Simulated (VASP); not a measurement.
# WS2 in VASP: further runs

The runs below take WS2 through single point, with PBEsol.

All numbers are computed with VASP 6.6.1; they aren't measurements. Logs are shortened: lines on timing, memory, paths and dates and some standing lists are left out, and cuts for length are marked.

## Step 1: The cell of the first run

The cell holds a slab with vacuum, 6 atoms: a = 3.146 Å, b = 3.146 Å, c = 23.571 Å, α = 90.00°, β = 90.00°, γ = 120.00°.

## Step 2: Single point, PBEsol

The input, INCAR:

```
SYSTEM = WS2
PREC = Accurate ; ENCUT = 520
EDIFF = 1E-6 ; ISMEAR = 0
SIGMA = 0.05 ; LREAL = .FALSE.
LASPH = .TRUE. ; NELM = 100
ALGO = Normal ; ISIF = 2
LWAVE = .FALSE. ; LCHARG = .FALSE.
GGA = PS ; NBANDS = 35
```

The input, KPOINTS:

```
Automatic mesh
0
G
  12 12 2
  0 0 0
```

The input, POSCAR:

```
WS2
1.0
    3.1460650389      0.0000000000      0.0000000000
   -1.5730325194      2.7245722456      0.0000000000
    0.0000000000      0.0000000000     23.5709639087
W S
2 4
Direct
    0.3333333333      0.6666666667      0.6345659624
    0.6666666667      0.3333333333      0.3654340376
    0.3333333333      0.6666666667      0.2989660749
    0.6666666667      0.3333333333      0.5680485953
    0.3333333333      0.6666666667      0.4319514047
    0.6666666667      0.3333333333      0.7010339251
```

Potentials or basis: VASP PAW PBE potentials, release 64 (W_sv, S).

Started as:

```bash
$ cat potpaw_PBE.64/W_sv/POTCAR potpaw_PBE.64/S/POTCAR > POTCAR
$ mpirun -np 1 vasp_std > vasp.out
```

OUTCAR:

```text
SYSTEM = WS2
   PREC = Accurate
   ENCUT = 520
   EDIFF = 1E-6
   ISMEAR = 0
   LREAL = .FALSE.
   LASPH = .TRUE.
   NELM = 100
   ISIF = 2
   GGA = PS

 ion  position               nearest neighbor table
   1  0.333  0.667  0.635-   6 2.40   6 2.40   6 2.40   4 2.40   4 2.40   4 2.40
   2  0.667  0.333  0.365-   3 2.40   3 2.40   3 2.40   5 2.40   5 2.40   5 2.40
   3  0.333  0.667  0.299-   2 2.40   2 2.40   2 2.40
   4  0.667  0.333  0.568-   1 2.40   1 2.40   1 2.40
   5  0.333  0.667  0.432-   2 2.40   2 2.40   2 2.40
   6  0.667  0.333  0.701-   1 2.40   1 2.40   1 2.40

  LATTYP: Found a hexagonal cell.
 ALAT       =     3.1460650389
 C/A-ratio  =     7.4922049027

  Lattice vectors:

 A1 = (   3.1460650389,   0.0000000000,   0.0000000000)
 A2 = (  -1.5730325194,   2.7245722456,   0.0000000000)
 A3 = (   0.0000000000,   0.0000000000,  23.5709639087)

Analysis of symmetry for initial positions (statically):
=====================================================================
 Subroutine PRICEL returns:
 Original cell was already a primitive cell.

 Routine SETGRP: Setting up the symmetry group for a
 hexagonal supercell.

 Subroutine GETGRP returns: Found 12 space group operations
 (whereof 12 operations were pure point group operations)
 out of a pool of 24 trial point group operations.

The static configuration has the point symmetry D_3d.

Analysis of symmetry for dynamics (positions and initial velocities):
=====================================================================
 Subroutine PRICEL returns:
 Original cell was already a primitive cell.

 Routine SETGRP: Setting up the symmetry group for a
 hexagonal supercell.

 Subroutine GETGRP returns: Found 12 space group operations
 (whereof 12 operations were pure point group operations)
 out of a pool of 24 trial point group operations.

The dynamic configuration has the point symmetry D_3d.

 Subroutine INISYM returns: Found 12 space group operations
 (whereof 12 operations are pure point group operations),
 and found     1 'primitive' translations

----------------------------------------------------------------------------------------

                                     Primitive cell

  volume of cell :     202.0428

  direct lattice vectors                    reciprocal lattice vectors
     3.146065039  0.000000000  0.000000000     0.317857383  0.183515046  0.000000000
    -1.573032519  2.724572246  0.000000000     0.000000000  0.367030091  0.000000000
[... 98 lines left out ...]
   NFREE  =      0    steps in history (QN), initial steepest desc. (CG)
   ISIF   =      2    stress and relaxation
   ISYM   =      2    0-nonsym 1-usesym 2-fastsym
   POTIM  = 0.5000    time-step for ionic-motion
   TEBEG  =    0.0;   TEEND  =   0.0 temperature during run
   PSTRESS=    0.0 pullay stress
   NELECT =      52.0000    total number of electrons
   NUPDOWN=      -1.0000    fix difference up-down
   EMIN   =  10.00;   EMAX   =-10.00  energy-range for DOS
   EFERMI =   0.00;   METHOD = LEGACY
   ISMEAR =     0;   SIGMA  =   0.05  broadening in eV -4-tet -1-fermi 0-gaus
   EFERMI_NEDOS =   21; number of points for ismear=-14 and -15
   IALGO  =     38    algorithm
   IMIX   =      4    mixing-type and parameters
     AMIX     =   0.40;   BMIX     =  1.00
     AMIX_MAG =   1.60;   BMIX_MAG =  1.00
  volume/ion in A,a.u.               =      33.67       227.24
  Fermi-wavevector in a.u.,A,eV,Ry     =   1.041345  1.967858 14.754162  1.084400
  Thomas-Fermi vector in A             =   2.175962
   LORBIT       =      0    0 simple, 1 ext, 2 COOP (PROOUT), +10 PAW based schemes
   GGA     = PS    functional components
   LHFCALC =     F    Hartree Fock is set to
   AEXX    =    0.0000 exact exchange contribution
   IVDW    =     0    specifies the selected vdW correction
   LEPSILON=     F    determine dielectric tensor
   LRPA    =     F    only Hartree local field effects (RPA)
 non-spin polarized calculation
 Gauss-broadening in eV      SIGMA  =   0.05
  energy-cutoff  :      520.00
  volume of cell :      202.04
 maximum number of plane-waves:      5476
 NGX is ok and might be reduce to    24
   NGX = 11   NGY = 11   NGZ = 87

 number of electron      51.9999988 magnetization

 Free energy of the ion-electron system (eV)
  ---------------------------------------------------
  ext. energy  EPLUGINS =         0.00000000
  ---------------------------------------------------
  free energy    TOTEN  =       -50.52451209 eV

  energy without entropy =      -50.52451209  energy(sigma->0) =      -50.52451209

 E-fermi :   1.4724     XC(G=0):  -6.2597

 val. band max:        1.1273350362   @ k =   0.0000   0.0000   0.5000
 cond. band min:       2.6652500092   @ k =   0.1667   0.1667   0.0000
 fundamental gap:      1.5379149730
 Fermi energy:         1.4724236113

 k-point     1 :       0.0000    0.0000    0.0000
  band No.  band energies     occupation
      1     -73.0594      2.00000
      2     -73.0593      2.00000
      3     -37.3375      2.00000
      4     -37.3374      2.00000
      5     -37.1432      2.00000
      6     -37.1432      2.00000
[... 901 lines left out ...]
     34       5.5201      0.00000
     35       7.4092      0.00000

 [... further k-points ...]

------------------------ aborting loop because EDIFF is reached ----------------------------------------

  FORCE on cell =-STRESS in cart. coord.  units (eV):
  Direction    XX          YY          ZZ          XY          YZ          ZX
  --------------------------------------------------------------------------------------
  -------------------------------------------------------------------------------------
  Total        0.0620960      0.0620960      0.0718898      0.0000000      0.0000000     -0.0000000
  in kB        0.4924149      0.4924149      0.5700784      0.0000000      0.0000000     -0.0000000
  external PRESSURE =       0.5183027 kB  Pullay stress =       0.0000000 kB

 VOLUME and BASIS-vectors are now :
 -----------------------------------------------------------------------------
  energy-cutoff  :      520.00
  volume of cell :      202.04
      direct lattice vectors                 reciprocal lattice vectors
     3.146065039  0.000000000  0.000000000     0.317857383  0.183515046  0.000000000
    -1.573032519  2.724572246  0.000000000     0.000000000  0.367030091  0.000000000
     0.000000000  0.000000000 23.570963909     0.000000000  0.000000000  0.042425079

 POSITION                                       TOTAL-FORCE (eV/Angst)
 -----------------------------------------------------------------------------------
     -0.00000      1.81638     14.95733        -0.000000     -0.000000      0.001207
      1.57303      0.90819      8.61363         0.000000      0.000000     -0.001207
     -0.00000      1.81638      7.04692        -0.000000      0.000000     -0.019028
      1.57303      0.90819     13.38945         0.000000     -0.000000     -0.018707
     -0.00000      1.81638     10.18151         0.000000      0.000000      0.018707
      1.57303      0.90819     16.52405        -0.000000     -0.000000      0.019028
 -----------------------------------------------------------------------------------
    total drift:                                0.000000     -0.000000      0.000000

  FREE ENERGIE OF THE ION-ELECTRON SYSTEM (eV)
  ---------------------------------------------------
  free  energy   TOTEN  =       -50.5245120927 eV

  energy  without entropy=      -50.5245120927  energy(sigma->0) =      -50.52451209
```

OSZICAR:

```text
N       E                     dE             d eps       ncg     rms          rms(c)
DAV:   1     0.484766023270E+03    0.48477E+03   -0.27999E+04  3100   0.133E+03
DAV:   2    -0.195773017694E+02   -0.50434E+03   -0.48920E+03  3331   0.347E+02
DAV:   3    -0.520571311699E+02   -0.32480E+02   -0.32057E+02  3397   0.858E+01
[... 14 lines left out ...]
DAV:  18    -0.505244591240E+02   -0.28223E-04   -0.27695E-06  2489   0.458E-03    0.462E-03
DAV:  19    -0.505244911834E+02   -0.32059E-04   -0.12372E-06  2308   0.334E-03    0.560E-03
DAV:  20    -0.505245004308E+02   -0.92474E-05   -0.33828E-07  2184   0.202E-03    0.281E-03
DAV:  21    -0.505245111551E+02   -0.10724E-04   -0.96578E-07  2251   0.227E-03    0.248E-03
DAV:  22    -0.505245120927E+02   -0.93764E-06   -0.50367E-08  1772   0.946E-04
   1 F= -.50524512E+02 E0= -.50524512E+02  d E =-.401300E-24
```

Run time: 2.4 min. Hardware: 1 thread of Intel Xeon 6975P-C (Granite Rapids), shared host; peak memory 0.43 GiB.

What came out:

```
Free energy            : -50.5245 eV
Largest force          : 0.019 eV/Å
Band gap on the k mesh : 1.54 eV (least direct gap 1.91 eV)
```

Forces in eV/Å, atoms in the order of the input:
```
W    0.000  0.000  0.001
W    0.000  0.000 -0.001
S    0.000  0.000 -0.019
S    0.000  0.000 -0.019
S    0.000  0.000  0.019
S    0.000  0.000  0.019
```

Caveat: there is no dipole correction, which matters where the two faces differ; the PAW data sets were made with another functional, which shifts forces and pressure a little; spin-orbit coupling is left out, which moves the levels of the heavy elements.

## Step 3: Single point, PBEsol (35.02 Å³/atom)

This run uses another cell than the first one.

The input, INCAR:

```
SYSTEM = WS2
PREC = Accurate
ENCUT = 520
EDIFF = 1E-7
ISMEAR = 0
SIGMA = 0.05
LREAL = .False.
LASPH = .True.
NELM = 80
ALGO = Normal
ISIF = 2
LWAVE = .False.
LCHARG = .False.
GGA = PS
NBANDS = 35
```

The input, KPOINTS:

```
Automatic mesh
0
Gamma
  12 12 2
  0 0 0
```

POSCAR: that of step 2 with these lines changed.

```diff
@@ -2,5 +2,5 @@
 1.0
-    3.1460650389      0.0000000000      0.0000000000
-   -1.5730325194      2.7245722456      0.0000000000
-    0.0000000000      0.0000000000     23.5709639087
+    3.2304712944      0.0000000000      0.0000000000
+   -1.6152356472      2.7976702071      0.0000000000
+    0.0000000000      0.0000000000     23.2497019057
 W S
```

Potentials or basis: VASP PAW PBE potentials, release 64 (W_sv, S).

Started as:

```bash
$ cat potpaw_PBE.64/W_sv/POTCAR potpaw_PBE.64/S/POTCAR > POTCAR
$ mpirun -np 1 vasp_std > vasp.out
```

OUTCAR:

```text
SYSTEM = WS2
   PREC = Accurate
   ENCUT = 520
   EDIFF = 1E-7
   ISMEAR = 0
   LREAL = .False.
   LASPH = .True.
   NELM = 80
   ISIF = 2
   GGA = PS

 ion  position               nearest neighbor table
   1  0.333  0.667  0.635-   6 2.42   6 2.42   6 2.42   4 2.42   4 2.42   4 2.42
   2  0.667  0.333  0.365-   3 2.42   3 2.42   3 2.42   5 2.42   5 2.42   5 2.42
   3  0.333  0.667  0.299-   2 2.42   2 2.42   2 2.42
   4  0.667  0.333  0.568-   1 2.42   1 2.42   1 2.42
   5  0.333  0.667  0.432-   2 2.42   2 2.42   2 2.42
   6  0.667  0.333  0.701-   1 2.42   1 2.42   1 2.42

  LATTYP: Found a hexagonal cell.
 ALAT       =     3.2304712944
 C/A-ratio  =     7.1970000000

  Lattice vectors:

 A1 = (   3.2304712944,   0.0000000000,   0.0000000000)
 A2 = (  -1.6152356472,   2.7976702071,   0.0000000000)
 A3 = (   0.0000000000,   0.0000000000,  23.2497019057)

Analysis of symmetry for initial positions (statically):
=====================================================================
 Subroutine PRICEL returns:
 Original cell was already a primitive cell.

 Routine SETGRP: Setting up the symmetry group for a
 hexagonal supercell.

 Subroutine GETGRP returns: Found 12 space group operations
 (whereof 12 operations were pure point group operations)
 out of a pool of 24 trial point group operations.

The static configuration has the point symmetry D_3d.

Analysis of symmetry for dynamics (positions and initial velocities):
=====================================================================
 Subroutine PRICEL returns:
 Original cell was already a primitive cell.

 Routine SETGRP: Setting up the symmetry group for a
 hexagonal supercell.

 Subroutine GETGRP returns: Found 12 space group operations
 (whereof 12 operations were pure point group operations)
 out of a pool of 24 trial point group operations.

The dynamic configuration has the point symmetry D_3d.

 Subroutine INISYM returns: Found 12 space group operations
 (whereof 12 operations are pure point group operations),
 and found     1 'primitive' translations
[... 126 lines left out ...]
  Thomas-Fermi vector in A             =   2.161782
   LORBIT       =      0    0 simple, 1 ext, 2 COOP (PROOUT), +10 PAW based schemes
   GGA     = PS    functional components
   LHFCALC =     F    Hartree Fock is set to
   AEXX    =    0.0000 exact exchange contribution
   IVDW    =     0    specifies the selected vdW correction
   LEPSILON=     F    determine dielectric tensor
   LRPA    =     F    only Hartree local field effects (RPA)
 non-spin polarized calculation
 Gauss-broadening in eV      SIGMA  =   0.05
  energy-cutoff  :      520.00
  volume of cell :      210.13
 maximum number of plane-waves:      5742
   NGX = 13   NGY = 13   NGZ = 87

 number of electron      52.0000007 magnetization

 Free energy of the ion-electron system (eV)
  ---------------------------------------------------
  ext. energy  EPLUGINS =         0.00000000
  ---------------------------------------------------
  free energy    TOTEN  =       -50.38983537 eV

  energy without entropy =      -50.38983537  energy(sigma->0) =      -50.38983537

 E-fermi :   1.3176     XC(G=0):  -6.1653

 val. band max:        1.0930529428   @ k =   0.0000   0.0000   0.5000
 cond. band min:       2.1416664835   @ k =   0.3333   0.3333   0.5000
 fundamental gap:      1.0486135406
 Fermi energy:         1.3175969404

 k-point     1 :       0.0000    0.0000    0.0000
  band No.  band energies     occupation
      1     -73.4549      2.00000
      2     -73.4549      2.00000
      3     -37.6649      2.00000
      4     -37.6649      2.00000
      5     -37.5605      2.00000
      6     -37.5605      2.00000
[... 901 lines left out ...]
     34       5.0396      0.00000
     35       6.9298      0.00000

 [... further k-points ...]

------------------------ aborting loop because EDIFF is reached ----------------------------------------

  FORCE on cell =-STRESS in cart. coord.  units (eV):
  Direction    XX          YY          ZZ          XY          YZ          ZX
  --------------------------------------------------------------------------------------
  -------------------------------------------------------------------------------------
  Total       -5.3763269     -5.3763269     -0.9435657     -0.0000000      0.0000000      0.0000000
  in kB      -40.9936377    -40.9936377     -7.1945384     -0.0000000      0.0000000      0.0000000
  external PRESSURE =     -29.7272713 kB  Pullay stress =       0.0000000 kB

 VOLUME and BASIS-vectors are now :
 -----------------------------------------------------------------------------
  energy-cutoff  :      520.00
  volume of cell :      210.13
      direct lattice vectors                 reciprocal lattice vectors
     3.230471294  0.000000000  0.000000000     0.309552356  0.178720136  0.000000000
    -1.615235647  2.797670207  0.000000000     0.000000000  0.357440272  0.000000000
     0.000000000  0.000000000 23.249701906     0.000000000  0.000000000  0.043011304

 POSITION                                       TOTAL-FORCE (eV/Angst)
 -----------------------------------------------------------------------------------
     -0.00000      1.86511     14.75347        -0.000000     -0.000000      0.003296
      1.61524      0.93256      8.49623         0.000000      0.000000     -0.003296
     -0.00000      1.86511      6.95087         0.000000      0.000000      0.149045
      1.61524      0.93256     13.20696         0.000000     -0.000000      0.153423
     -0.00000      1.86511     10.04274        -0.000000      0.000000     -0.153423
      1.61524      0.93256     16.29883         0.000000     -0.000000     -0.149045
 -----------------------------------------------------------------------------------
    total drift:                               -0.000000     -0.000000      0.000000

  FREE ENERGIE OF THE ION-ELECTRON SYSTEM (eV)
  ---------------------------------------------------
  free  energy   TOTEN  =       -50.3898353734 eV

  energy  without entropy=      -50.3898353734  energy(sigma->0) =      -50.38983537
```

It took 2.7 min on 1 thread of Intel Xeon 6975P-C (Granite Rapids), shared host; peak memory 0.43 GiB.

Results:

* Free energy: -50.3898 eV
* Largest force: 0.153 eV/Å
* Band gap on the k mesh: 1.05 eV (least direct gap 1.57 eV)

Forces in eV/Å, atoms in the order of the input:
```
W    0.000  0.000  0.003
W    0.000  0.000 -0.003
S    0.000  0.000  0.149
S    0.000  0.000  0.153
S    0.000  0.000 -0.153
S    0.000  0.000 -0.149
```

Caveat: there is no dipole correction, which matters where the two faces differ; the PAW data sets were made with another functional, which shifts forces and pressure a little; spin-orbit coupling is left out, which moves the levels of the heavy elements.
